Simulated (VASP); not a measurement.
# CuSb6Ru (Fm-3m) in VASP: single point with PBE

Aim: the single point of CuSb6Ru with PBE.

Everything below comes from runs of VASP 6.6.1. Logs are shortened: lines on timing, memory, paths and dates and some standing lists are left out, and cuts for length are marked.

## (1) The cell of the first run

Symmetry: Fm-3m, No. 225, cubic system. The conventional cell has a = 10.144 Å, b = 10.144 Å, c = 10.144 Å, α = 90.00°, β = 90.00°, γ = 90.00°. Cu (site symmetry m-3m) has 6 Sb at 2.59 Å within 3.4 Å. Sb (site symmetry 4mm) has 1 Ru at 2.48 Å and 1 Cu at 2.59 Å within 3.3 Å. Within 3.3 Å of Ru (site symmetry m-3m) lie 6 Sb at 2.48 Å.

The cell was generated, and may not be a known phase.

## (2) Single point, PBE

INCAR reads:

```
SYSTEM = CuSb6Ru
PREC = Accurate ; ENCUT = 520
EDIFF = 1E-7 ; ISMEAR = 0
SIGMA = 0.1 ; LREAL = .False.
LASPH = .True. ; NELM = 80
ALGO = Normal ; ISIF = 2
LWAVE = .False. ; LCHARG = .False.
GGA = PE ; NBANDS = 38
```

KPOINTS reads:

```
Automatic mesh
0
Gamma
  4 4 4
  0 0 0
```

POSCAR reads:

```
CuSb6Ru
1.0
    0.0000000000      5.0719442900      5.0719442900
    5.0719442900      0.0000000000      5.0719442900
    5.0719442900      5.0719442900      0.0000000000
Cu Sb Ru
1 6 1
Direct
    0.5000000000      0.5000000000      0.5000000000
    0.2449100000      0.2449100000      0.7550900000
    0.7550900000      0.7550900000      0.2449100000
    0.7550900000      0.2449100000      0.2449100000
    0.2449100000      0.7550900000      0.7550900000
    0.2449100000      0.7550900000      0.2449100000
    0.7550900000      0.2449100000      0.7550900000
    0.0000000000      0.0000000000      0.0000000000
```

Potentials or basis: VASP PAW PBE potentials, release 64 (Cu, Sb, Ru_pv).

Launch:

```
cat potpaw_PBE.64/Cu/POTCAR potpaw_PBE.64/Sb/POTCAR potpaw_PBE.64/Ru_pv/POTCAR > POTCAR
mpirun -np 1 vasp_std > vasp.out
```

OUTCAR:

```text
SYSTEM = CuSb6Ru
   PREC = Accurate
   ENCUT = 520
   EDIFF = 1E-7
   ISMEAR = 0
   LREAL = .False.
   LASPH = .True.
   NELM = 80
   ISIF = 2
   GGA = PE

 ion  position               nearest neighbor table
   1  0.500  0.500  0.500-   2 2.59   3 2.59   4 2.59   5 2.59   6 2.59   7 2.59
   2  0.245  0.245  0.755-   8 2.48   1 2.59   5 3.51   6 3.51   7 3.51   4 3.51   5 3.66   6 3.66
                             7 3.66   4 3.66
   3  0.755  0.755  0.245-   8 2.48   1 2.59   5 3.51   6 3.51   7 3.51   4 3.51   7 3.66   4 3.66
                             5 3.66   6 3.66
   4  0.755  0.245  0.245-   8 2.48   1 2.59   3 3.51   6 3.51   7 3.51   2 3.51   3 3.66   7 3.66
                             6 3.66   2 3.66
   5  0.245  0.755  0.755-   8 2.48   1 2.59   3 3.51   6 3.51   7 3.51   2 3.51   3 3.66   7 3.66
                             6 3.66   2 3.66
   6  0.245  0.755  0.245-   8 2.48   1 2.59   3 3.51   4 3.51   5 3.51   2 3.51   3 3.66   4 3.66
                             5 3.66   2 3.66
   7  0.755  0.245  0.755-   8 2.48   1 2.59   3 3.51   4 3.51   5 3.51   2 3.51   3 3.66   4 3.66
                             5 3.66   2 3.66
   8  0.000  0.000  0.000-   2 2.48   3 2.48   4 2.48   5 2.48   6 2.48   7 2.48

  LATTYP: Found a face centered cubic cell.
 ALAT       =    10.1438885800

  Lattice vectors:

 A1 = (   0.0000000000,   5.0719442900,   5.0719442900)
 A2 = (   5.0719442900,   0.0000000000,   5.0719442900)
 A3 = (   5.0719442900,   5.0719442900,   0.0000000000)

Analysis of symmetry for initial positions (statically):
=====================================================================
 Subroutine PRICEL returns:
 Original cell was already a primitive cell.

 Routine SETGRP: Setting up the symmetry group for a
 face centered cubic supercell.

 Subroutine GETGRP returns: Found 48 space group operations
 (whereof 48 operations were pure point group operations)
 out of a pool of 48 trial point group operations.

The static configuration has the point symmetry O_h .

Analysis of symmetry for dynamics (positions and initial velocities):
=====================================================================
 Subroutine PRICEL returns:
 Original cell was already a primitive cell.

 Routine SETGRP: Setting up the symmetry group for a
 face centered cubic supercell.

 Subroutine GETGRP returns: Found 48 space group operations
 (whereof 48 operations were pure point group operations)
 out of a pool of 48 trial point group operations.

[... 101 lines left out ...]
   ISIF   =      2    stress and relaxation
   ISYM   =      2    0-nonsym 1-usesym 2-fastsym
   POTIM  = 0.5000    time-step for ionic-motion
   TEBEG  =    0.0;   TEEND  =   0.0 temperature during run
   PSTRESS=    0.0 pullay stress
   NELECT =      55.0000    total number of electrons
   NUPDOWN=      -1.0000    fix difference up-down
   EMIN   =  10.00;   EMAX   =-10.00  energy-range for DOS
   EFERMI =   0.00;   METHOD = LEGACY
   ISMEAR =     0;   SIGMA  =   0.10  broadening in eV -4-tet -1-fermi 0-gaus
   EFERMI_NEDOS =   21; number of points for ismear=-14 and -15
   IALGO  =     38    algorithm
   IMIX   =      4    mixing-type and parameters
     AMIX     =   0.40;   BMIX     =  1.00
     AMIX_MAG =   1.60;   BMIX_MAG =  1.00
  volume/ion in A,a.u.               =      32.62       220.12
  Fermi-wavevector in a.u.,A,eV,Ry     =   0.974267  1.841097 12.914594  0.949196
  Thomas-Fermi vector in A             =   2.104713
   LORBIT       =      0    0 simple, 1 ext, 2 COOP (PROOUT), +10 PAW based schemes
   GGA     = PE    functional components
   LHFCALC =     F    Hartree Fock is set to
   AEXX    =    0.0000 exact exchange contribution
   IVDW    =     0    specifies the selected vdW correction
   LEPSILON=     F    determine dielectric tensor
   LRPA    =     F    only Hartree local field effects (RPA)
 non-spin polarized calculation
 Gauss-broadening in eV      SIGMA  =   0.10
  energy-cutoff  :      520.00
  volume of cell :      260.95
 maximum number of plane-waves:      7060
 NGX is ok and might be reduce to    54
   NGX = 27   NGY = 27   NGZ = 27

 number of electron      55.0000019 magnetization

 Free energy of the ion-electron system (eV)
  ---------------------------------------------------
  ext. energy  EPLUGINS =         0.00000000
  ---------------------------------------------------
  free energy    TOTEN  =       -32.68273400 eV

  energy without entropy =      -32.64758387  energy(sigma->0) =      -32.66515893

 E-fermi :   4.9837     XC(G=0):  -8.7319

 val. band max:        4.9558519207   @ k =  -0.2500   0.2500   0.0000
 cond. band min:       5.2085886638   @ k =   0.2500   0.0000   0.0000
 fundamental gap:      0.2527367431
 Fermi energy:         4.9836831680

 k-point     1 :       0.0000    0.0000    0.0000
  band No.  band energies     occupation
      1     -37.7772      2.00000
      2     -37.7772      2.00000
      3     -37.7772      2.00000
      4      -6.5087      2.00000
      5      -4.1020      2.00000
      6      -4.1020      2.00000
[... 317 lines left out ...]
     37       7.9971      0.00000
     38      10.4653      0.00000

------------------------ aborting loop because EDIFF is reached ----------------------------------------

  FORCE on cell =-STRESS in cart. coord.  units (eV):
  Direction    XX          YY          ZZ          XY          YZ          ZX
  --------------------------------------------------------------------------------------
  -------------------------------------------------------------------------------------
  Total        6.6158358      6.6158358      6.6158358      0.0000000      0.0000000      0.0000000
  in kB       40.6201834     40.6201834     40.6201834      0.0000000      0.0000000      0.0000000
  external PRESSURE =      40.6201834 kB  Pullay stress =       0.0000000 kB

 VOLUME and BASIS-vectors are now :
 -----------------------------------------------------------------------------
  energy-cutoff  :      520.00
  volume of cell :      260.95
      direct lattice vectors                 reciprocal lattice vectors
     0.000000000  5.071944290  5.071944290    -0.098581524  0.098581524  0.098581524
     5.071944290  0.000000000  5.071944290     0.098581524 -0.098581524  0.098581524
     5.071944290  5.071944290  0.000000000     0.098581524  0.098581524 -0.098581524

 POSITION                                       TOTAL-FORCE (eV/Angst)
 -----------------------------------------------------------------------------------
      5.07194      5.07194      5.07194        -0.000000      0.000000      0.000000
      5.07194      5.07194      2.48434        -0.000000      0.000000      1.505138
      5.07194      5.07194      7.65955        -0.000000      0.000000     -1.505138
      2.48434      5.07194      5.07194         1.505138      0.000000      0.000000
      7.65955      5.07194      5.07194        -1.505138      0.000000      0.000000
      5.07194      2.48434      5.07194        -0.000000      1.505138      0.000000
      5.07194      7.65955      5.07194        -0.000000     -1.505138      0.000000
      0.00000      0.00000      0.00000        -0.000000      0.000000      0.000000
 -----------------------------------------------------------------------------------
    total drift:                                0.000000      0.000000      0.000000

  FREE ENERGIE OF THE ION-ELECTRON SYSTEM (eV)
  ---------------------------------------------------
  free  energy   TOTEN  =       -32.6827339984 eV

  energy  without entropy=      -32.6475838661  energy(sigma->0) =      -32.66515893
```

OSZICAR:

```text
N       E                     dE             d eps       ncg     rms          rms(c)
DAV:   1     0.382287612807E+03    0.38229E+03   -0.21367E+04   720   0.122E+03
DAV:   2     0.144971528873E+01   -0.38084E+03   -0.36372E+03   662   0.279E+02
DAV:   3    -0.328990493398E+02   -0.34349E+02   -0.32643E+02   760   0.926E+01
[... 13 lines left out ...]
DAV:  17    -0.326827328813E+02   -0.22904E-05   -0.21555E-05   910   0.539E-02    0.138E-02
DAV:  18    -0.326827340984E+02   -0.12171E-05   -0.16899E-06   882   0.253E-02    0.115E-02
DAV:  19    -0.326827343322E+02   -0.23375E-06   -0.68296E-07   716   0.169E-02    0.634E-03
DAV:  20    -0.326827340277E+02    0.30449E-06   -0.38992E-07   684   0.157E-02    0.423E-03
DAV:  21    -0.326827339984E+02    0.29248E-07   -0.58450E-07   740   0.176E-02
   1 F= -.32682734E+02 E0= -.32665159E+02  d E =-.351501E-01
```

Run time: 5 min. Hardware: 1 thread of Oxide Virtual Turin-like, shared host; peak memory 0.4 GiB.

What came out:

| Property | Result |
| --- | --- |
| Free energy | -32.6827 eV |
| Pressure | 4.1 GPa |
| Largest force | 1.505 eV/Å |
| Band gap on the k mesh | zero (an odd number of electrons rules out a gap without spin polarisation) |

Forces on the atoms (eV/Å):
```
Cu   0.000  0.000  0.000
Sb   0.000  0.000  1.505
Sb   0.000  0.000 -1.505
Sb   1.505  0.000  0.000
Sb  -1.505  0.000  0.000
Sb   0.000  1.505  0.000
Sb   0.000 -1.505  0.000
Ru   0.000  0.000  0.000
```

Caveat: the cell stands under pressure; spin-orbit coupling is left out, which moves the levels of the heavy elements; an odd number of electrons without spin polarisation forces a metal; a magnetic or distorted state may lie lower.

The gap in the log of VASP goes by the Fermi energy; the results here count the filled bands.